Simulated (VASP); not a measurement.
# Hf (P6_3/mmc) in VASP: single point with r2SCAN

Aim: the single point of Hf with r2SCAN.

Everything below comes from runs of VASP 6.6.1. Logs are shortened: lines on timing, memory, paths and dates and some standing lists are left out, and cuts for length are marked.

**1. The cell of the first run**

Symmetry: P6_3/mmc, No. 194, hexagonal system. The conventional cell has a = 3.199 Å, b = 3.199 Å, c = 5.044 Å, α = 90.00°, β = 90.00°, γ = 120.00°. Within 4.1 Å of Hf (site symmetry -6m2) lie 12 Hf at 3.13 to 3.20 Å.

**2. Single point, r2SCAN**

Input file POSCAR:

```
Hf
1.0
    3.1992083054      0.0000000000      0.0000000000
   -1.5996041527      2.7705956644      0.0000000000
    0.0000000000      0.0000000000      5.0442831212
Hf
2
Direct
    0.3333333333      0.6666666667      0.2500000000
    0.6666666667      0.3333333333      0.7500000000
```

Input file INCAR.step1:

```
SYSTEM = Hf
  ALGO = Normal
  EDIFF = 1E-4
  ENCUT = 520
  GGA = PE
  ISMEAR = 0
  LASPH = .TRUE.
  LCHARG = .FALSE.
  LREAL = .FALSE.
  LWAVE = .TRUE.
  NBANDS = 17
  NELM = 60
  PREC = Accurate
  SIGMA = 0.1
```

Input file INCAR.step2:

```
SYSTEM = Hf
  ALGO = Normal
  EDIFF = 1E-7
  ENCUT = 520
  ISIF = 2
  ISMEAR = 0
  ISTART = 1
  LASPH = .TRUE.
  LCHARG = .TRUE.
  LELF = .TRUE.
  LMIXTAU = .TRUE.
  LREAL = .FALSE.
  LVHAR = .TRUE.
  LWAVE = .FALSE.
  METAGGA = R2SCAN
  NBANDS = 17
  NELM = 60
  PREC = Accurate
  SIGMA = 0.1
```

Input file KPOINTS:

```
k-points
0
G
  18 18 8
  0 0 0
```

Potentials or basis: VASP PAW PBE potentials, release 64 (Hf_pv).

The run is started by

```
> cat potpaw_PBE.64/Hf_pv/POTCAR > POTCAR
> cp INCAR.step1 INCAR
> mpirun -np 1 vasp_std > vasp.out
> cp INCAR.step2 INCAR
> mpirun -np 1 vasp_std > vasp.out
```

OUTCAR:

```text
SYSTEM = Hf
   EDIFF = 1E-7
   ENCUT = 520
   ISIF = 2
   ISMEAR = 0
   ISTART = 1
   LASPH = .TRUE.
   LREAL = .FALSE.
   METAGGA = R2SCAN
   NELM = 60
   PREC = Accurate

 ion  position               nearest neighbor table
   1  0.333  0.667  0.250-   2 3.13   2 3.13   2 3.13   2 3.13   2 3.13   2 3.13
   2  0.667  0.333  0.750-   1 3.13   1 3.13   1 3.13   1 3.13   1 3.13   1 3.13

  LATTYP: Found a hexagonal cell.
 ALAT       =     3.1992083054
 C/A-ratio  =     1.5767285652

  Lattice vectors:

 A1 = (   3.1992083054,   0.0000000000,   0.0000000000)
 A2 = (  -1.5996041527,   2.7705956644,   0.0000000000)
 A3 = (   0.0000000000,   0.0000000000,   5.0442831212)

Analysis of symmetry for initial positions (statically):
=====================================================================
 Subroutine PRICEL returns:
 Original cell was already a primitive cell.

 Routine SETGRP: Setting up the symmetry group for a
 hexagonal supercell.

 Subroutine GETGRP returns: Found 24 space group operations
 (whereof 12 operations were pure point group operations)
 out of a pool of 24 trial point group operations.

The static configuration has the point symmetry D_3d.
 The point group associated with its full space group is D_6h.

Analysis of symmetry for dynamics (positions and initial velocities):
=====================================================================
 Subroutine PRICEL returns:
 Original cell was already a primitive cell.

 Routine SETGRP: Setting up the symmetry group for a
 hexagonal supercell.

 Subroutine GETGRP returns: Found 24 space group operations
 (whereof 12 operations were pure point group operations)
 out of a pool of 24 trial point group operations.

The dynamic configuration has the point symmetry D_3d.
 The point group associated with its full space group is D_6h.

 Subroutine INISYM returns: Found 24 space group operations
 (whereof 12 operations are pure point group operations),
 and found     1 'primitive' translations

----------------------------------------------------------------------------------------

                                     Primitive cell

  volume of cell :      44.7111

  direct lattice vectors                    reciprocal lattice vectors
     3.199208305  0.000000000  0.000000000     0.312577333  0.180466607  0.000000000
    -1.599604153  2.770595664  0.000000000     0.000000000  0.360933215  0.000000000
     0.000000000  0.000000000  5.044283121     0.000000000  0.000000000  0.198244225

  length of vectors
     3.199208305  3.199208305  5.044283121     0.360933215  0.360933215  0.198244225

  position of ions in fractional coordinates (direct lattice)
     0.333333333  0.666666667  0.250000000
     0.666666667  0.333333333  0.750000000

  ion indices of the primitive-cell ions
   primitive index   ion index
                 1           1
                 2           2

----------------------------------------------------------------------------------------

 KPOINTS: k-points

Automatic generation of k-mesh.
 Grid dimensions read from file:
 generate k-points for:   18   18    8

 Generating k-lattice:

  Cartesian coordinates                     Fractional coordinates (reciprocal lattice)
     0.017365407  0.010025923  0.000000000     0.055555556  0.000000000  0.000000000
     0.000000000  0.020051845  0.000000000     0.000000000  0.055555556  0.000000000
     0.000000000  0.000000000  0.024780528     0.000000000  0.000000000  0.125000000

  Length of vectors
     0.020051845  0.020051845  0.024780528

  Shift w.r.t. Gamma in fractional coordinates (k-lattice)
     0.000000000  0.000000000  0.000000000

 Subroutine IBZKPT returns following result:
 ===========================================

 Found    185 irreducible k-points:

 Following reciprocal coordinates:
            Coordinates               Weight
  0.000000  0.000000  0.000000      1.000000
  0.055556  0.000000  0.000000      6.000000
  0.111111  0.000000  0.000000      6.000000
  0.166667  0.000000  0.000000      6.000000
  0.222222 -0.000000  0.000000      6.000000
  0.277778  0.000000  0.000000      6.000000
[... 16 lines left out ...]
  0.333333  0.111111  0.000000     12.000000
  0.388889  0.111111  0.000000     12.000000
 [... further k-points ...]
   k-points           NKPTS =    185   k-points in BZ     NKDIM =    185   number of bands    NBANDS=     17
   number of dos      NEDOS =    301   number of ions     NIONS =      2
   total plane-waves  NPLWV =  23040
   dimension x,y,z NGX =    24 NGY =   24 NGZ =   40
   dimension x,y,z NGXF=    48 NGYF=   48 NGZF=   80
   ions per type =               2
   NGX,Y,Z   is equivalent  to a cutoff of  12.47, 12.47, 13.18 a.u.
   NGXF,Y,Z  is equivalent  to a cutoff of  24.94, 24.94, 26.37 a.u.
 SYSTEM =  Hf
   PREC   = accura    normal or accurate (medium, high low for compatibility)
   ISTART =      1    job   : 0-new  1-cont  2-samecut
   ICHARG =      0    charge: 1-file 2-atom 10-const
   ISPIN  =      1    spin polarized calculation?
   LNONCOLLINEAR =      F non collinear calculations
   LSORBIT =      F    spin-orbit coupling
   LASPH  =      T    aspherical Exc in radial PAW
   ENCUT  =  520.0 eV  38.22 Ry    6.18 a.u.   5.95  5.95  9.38*2*pi/ulx,y,z
   NELM   =     60;   NELMIN=  2; NELMDL=  0     # of ELM steps
   EDIFF  = 0.1E-06   stopping-criterion for ELM
   LREAL  =      F    real-space projection
   EDIFFG = 0.1E-05   stopping-criterion for IOM
   NSW    =      0    number of steps for IOM
   IBRION =     -1    ionic relax: 0-MD 1-quasi-New 2-CG
   NFREE  =      0    steps in history (QN), initial steepest desc. (CG)
   ISIF   =      2    stress and relaxation
   ISYM   =      2    0-nonsym 1-usesym 2-fastsym
   POTIM  = 0.5000    time-step for ionic-motion
   TEBEG  =    0.0;   TEEND  =   0.0 temperature during run
   PSTRESS=    0.0 pullay stress
   NELECT =      20.0000    total number of electrons
   NUPDOWN=      -1.0000    fix difference up-down
   EMIN   =  10.00;   EMAX   =-10.00  energy-range for DOS
   EFERMI =   0.00;   METHOD = LEGACY
   ISMEAR =     0;   SIGMA  =   0.10  broadening in eV -4-tet -1-fermi 0-gaus
   EFERMI_NEDOS =   21; number of points for ismear=-14 and -15
   IALGO  =     38    algorithm
   IMIX   =      4    mixing-type and parameters
     AMIX     =   0.40;   BMIX     =  1.00
     AMIX_MAG =   1.60;   BMIX_MAG =  1.00
  volume/ion in A,a.u.               =      22.36       150.86
  Fermi-wavevector in a.u.,A,eV,Ry     =   1.252025  2.365985 21.328050  1.567567
  Thomas-Fermi vector in A             =   2.385945
   LORBIT       =      0    0 simple, 1 ext, 2 COOP (PROOUT), +10 PAW based schemes
   METAGGA = R2SCAN    functional components
   LHFCALC =     F    Hartree Fock is set to
   AEXX    =    0.0000 exact exchange contribution
   IVDW    =     0    specifies the selected vdW correction
   LEPSILON=     F    determine dielectric tensor
   LRPA    =     F    only Hartree local field effects (RPA)
 non-spin polarized calculation
 Gauss-broadening in eV      SIGMA  =   0.10
  energy-cutoff  :      520.00
  volume of cell :       44.71
 maximum number of plane-waves:      1236
 NGX is ok and might be reduce to    24
   NGX = 11   NGY = 11   NGZ = 19

 number of electron      20.0000003 magnetization

 Free energy of the ion-electron system (eV)
  ---------------------------------------------------
  ext. energy  EPLUGINS =         0.00000000
  ---------------------------------------------------
  free energy    TOTEN  =       -90.30624378 eV

  energy without entropy =      -90.29983595  energy(sigma->0) =      -90.30303986

 E-fermi :   4.8358     XC(G=0): -12.1572

 val. band max:        4.8151382087   @ k =   0.1111   0.1111   0.3750
 cond. band min:       4.8395339838   @ k =   0.1111   0.0000   0.0000
 fundamental gap:      0.0243957751
 Fermi energy:         4.8357951673

 k-point     1 :       0.0000    0.0000    0.0000
  band No.  band energies     occupation
      1     -27.4165      2.00000
      2     -26.6450      2.00000
      3     -26.6450      2.00000
      4     -26.5145      2.00000
      5     -26.5136      2.00000
      6     -26.5136      2.00000
[... 9 lines left out ...]
     16       7.7386      0.00000
     17      10.4934      0.00000

 k-point     2 :       0.0556    0.0000    0.0000
  band No.  band energies     occupation
      1     -27.4081      2.00000
      2     -26.6626      2.00000
      3     -26.6510      2.00000
      4     -26.5323      2.00000
      5     -26.5183      2.00000
      6     -26.5158      2.00000
[... 9 lines left out ...]
     16       7.6405      0.00000
     17      10.5732      0.00000

 k-point     3 :       0.1111    0.0000    0.0000
  band No.  band energies     occupation
      1     -27.3835      2.00000
      2     -26.7135      2.00000
      3     -26.6679      2.00000
      4     -26.5854      2.00000
      5     -26.5298      2.00000
      6     -26.5226      2.00000
[... 9 lines left out ...]
     16       7.3884      0.00000
     17      10.7704      0.00000

 k-point     4 :       0.1667    0.0000    0.0000
  band No.  band energies     occupation
      1     -27.3441      2.00000
      2     -26.7915      2.00000
      3     -26.6931      2.00000
      4     -26.6649      2.00000
      5     -26.5490      2.00000
      6     -26.5335      2.00000
[... 9 lines left out ...]
     16       7.7993      0.00000
     17      11.0080      0.00000

 k-point     5 :       0.2222   -0.0000    0.0000
  band No.  band energies     occupation
      1     -27.2924      2.00000
      2     -26.8874      2.00000
      3     -26.7594      2.00000
      4     -26.7231      2.00000
      5     -26.5758      2.00000
      6     -26.5477      2.00000
[... 9 lines left out ...]
     16       8.3550      0.00000
     17      11.2295      0.00000

 k-point     6 :       0.2778    0.0000    0.0000
  band No.  band energies     occupation
      1     -27.2319      2.00000
      2     -26.9896      2.00000
      3     -26.8566      2.00000
      4     -26.7541      2.00000
      5     -26.6098      2.00000
      6     -26.5634      2.00000
[... 9 lines left out ...]
     16       9.0228      0.00000
     17      11.4078      0.00000

 k-point     7 :       0.3333    0.0000    0.0000
  band No.  band energies     occupation
      1     -27.1671      2.00000
      2     -27.0853      2.00000
      3     -26.9452      2.00000
      4     -26.7826      2.00000
      5     -26.6496      2.00000
      6     -26.5787      2.00000
[... 9 lines left out ...]
     16       9.7551      0.00000
     17      11.5365      0.00000

 k-point     8 :       0.3889    0.0000    0.0000
  band No.  band energies     occupation
      1     -27.1631      2.00000
      2     -27.1045      2.00000
      3     -27.0156      2.00000
      4     -26.8053      2.00000
      5     -26.6916      2.00000
      6     -26.5915      2.00000
[... 9 lines left out ...]
     16      10.4855      0.00000
     17      11.6198      0.00000
[... 203 lines left out ...]
      1     -27.3213      2.00000
      2     -26.8146      2.00000
      3     -26.7631      2.00000
      4     -26.6588      2.00000
      5     -26.5606      2.00000
      6     -26.5531      2.00000
[... 9 lines left out ...]
     16       8.1822      0.00000
     17      11.0057      0.00000

 k-point    20 :       0.1667    0.1111    0.0000
  band No.  band energies     occupation
      1     -27.2711      2.00000
      2     -26.8927      2.00000
      3     -26.8395      2.00000
      4     -26.7012      2.00000
      5     -26.5874      2.00000
      6     -26.5759      2.00000
[... 9 lines left out ...]
     16       8.8155      0.00000
     17      11.1348      0.00000

 k-point    21 :       0.2222    0.1111    0.0000
  band No.  band energies     occupation
      1     -27.2120      2.00000
      2     -26.9853      2.00000
      3     -26.9083      2.00000
      4     -26.7486      2.00000
      5     -26.6215      2.00000
      6     -26.5982      2.00000
[... 9 lines left out ...]
     16       9.5488      0.00000
     17      11.2517      0.00000

 k-point    22 :       0.2778    0.1111    0.0000
  band No.  band energies     occupation
      1     -27.1484      2.00000
      2     -27.0747      2.00000
      3     -26.9682      2.00000
      4     -26.7939      2.00000
      5     -26.6615      2.00000
      6     -26.6183      2.00000
[... 9 lines left out ...]
     16      10.3438      0.00000
     17      11.3410      0.00000

 k-point    23 :       0.3333    0.1111    0.0000
  band No.  band energies     occupation
      1     -27.1475      2.00000
      2     -27.0863      2.00000
      3     -27.0161      2.00000
      4     -26.8304      2.00000
      5     -26.7043      2.00000
      6     -26.6344      2.00000
[... 9 lines left out ...]
     16      11.1528      0.00000
     17      11.3997      0.00000

 k-point    24 :       0.3889    0.1111    0.0000
  band No.  band energies     occupation
      1     -27.1947      2.00000
      2     -27.0472      2.00000
      3     -27.0361      2.00000
      4     -26.8540      2.00000
      5     -26.7420      2.00000
      6     -26.6449      2.00000
[... 9 lines left out ...]
     16      11.4316      0.00000
     17      11.8738      0.00000

 [... further k-points ...]

------------------------ aborting loop because EDIFF is reached ----------------------------------------

  FORCE on cell =-STRESS in cart. coord.  units (eV):
  Direction    XX          YY          ZZ          XY          YZ          ZX
  --------------------------------------------------------------------------------------
  -------------------------------------------------------------------------------------
  Total       -0.1561086     -0.1561086     -0.2026141      0.0000000      0.0000000      0.0000000
  in kB       -5.5939963     -5.5939963     -7.2604757      0.0000000      0.0000000      0.0000000
  external PRESSURE =      -6.1494894 kB  Pullay stress =       0.0000000 kB

 VOLUME and BASIS-vectors are now :
 -----------------------------------------------------------------------------
  energy-cutoff  :      520.00
  volume of cell :       44.71
      direct lattice vectors                 reciprocal lattice vectors
     3.199208305  0.000000000  0.000000000     0.312577333  0.180466607  0.000000000
    -1.599604153  2.770595664  0.000000000     0.000000000  0.360933215  0.000000000
     0.000000000  0.000000000  5.044283121     0.000000000  0.000000000  0.198244225

 POSITION                                       TOTAL-FORCE (eV/Angst)
 -----------------------------------------------------------------------------------
     -0.00000      1.84706      1.26107         0.000000     -0.000000      0.000000
      1.59960      0.92353      3.78321        -0.000000      0.000000      0.000000
 -----------------------------------------------------------------------------------
    total drift:                               -0.000000      0.000000     -0.000000

  FREE ENERGIE OF THE ION-ELECTRON SYSTEM (eV)
  ---------------------------------------------------
  free  energy   TOTEN  =       -90.3062437821 eV

  energy  without entropy=      -90.2998359454  energy(sigma->0) =      -90.30303986
```

Run time: 7.2 min. Hardware: 1 thread of Intel Xeon 8259CL, shared host; peak memory 0.26 GiB.

Results:

```yaml
Free_energy: -90.3062 eV
Pressure: -0.6 GPa
Band_gap_on_the_k_mesh: zero (bands 10 and 11 overlap by 1.81 eV)
```

Caveat: the PAW data sets were made with another functional, which shifts forces and pressure a little; spin-orbit coupling is left out, which moves the levels of the heavy elements.
